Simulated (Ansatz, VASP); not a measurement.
# CuO: VASP beside Ansatz

```
CELL_PARAMETERS angstrom
2.10912 -2.04723 0.16421
2.10912 2.04723 0.16421
-0.41091 0.00000 5.14367
ATOMIC_POSITIONS crystal
Cu 0.00000 0.50000 0.00000
Cu 0.50000 0.00000 0.50000
O 0.50002 0.49998 0.25000
O 0.49998 0.50002 0.75000
```

Alike in both runs: functional PBE; k mesh 6 × 6 × 4; occupations gaussian, width 0.1 eV; collinear spin.

Ansatz relaxed the structure, and its values are those at the end. VASP's run is a single point on that final structure, the one shown.

```csv
,VASP,Ansatz
version,VASP 6.6.1,Ansatz 0.2.0
potentials or method,"VASP PAW PBE potentials, release 64 (Cu, O), cutoff 520 eV","scalar-relativistic, plane waves, PAW"
valence electrons in the cell,34,50
```

```csv
,VASP,Ansatz,Ansatz less VASP
gap on the k mesh at the Fermi level (eV),none,none,-
pressure (GPa),0.9,0.1,-0.79
rms of the force components (eV/Å),0.004,0.004,-0.0004
net moment per atom (μB),0.00,0.00,-0.001
```

A gap of «none» marks a metal or a gap that the smearing closes. With one functional, cell and mesh, what is left measures potentials, basis and numerics. VASP's potentials hold 34 valence electrons a cell and Ansatz's 50, so a difference there can come from the potentials and not from the codes. Ansatz's warnings: seeded moment not kept.
